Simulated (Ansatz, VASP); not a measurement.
## ZnS in VASP and in Ansatz

```
Zn S
1.0
     0.00000    2.70200    2.70200
     2.70200    0.00000    2.70200
     2.70200    2.70200    0.00000
Zn S
1 1
Direct
  0.25000 0.25000 0.25000
  0.00000 0.00000 0.00000
```

Alike in both runs: functional PBE; k mesh 9 × 9 × 9; occupations fermi-dirac, width 0.02 eV; no spin polarisation.

Ansatz relaxed the structure, and its values are those at the end. VASP's run is a single point on that final structure, the one shown.

```csv
,VASP,Ansatz
version,VASP 6.6.1,Ansatz 0.2.0
potentials or method,"VASP PAW PBE potentials, release 64 (Zn, S)","plane-wave PAW, scalar-relativistic"
plane-wave cutoff (eV),520,420
valence electrons in the cell,18,18
```

```csv
,VASP,Ansatz,Ansatz less VASP
gap on the k mesh at the Fermi level (eV),2.11,2.11,-0.005
pressure (GPa),1.8,1.6,-0.16
```

Ansatz's warnings: stress scf threshold loose.
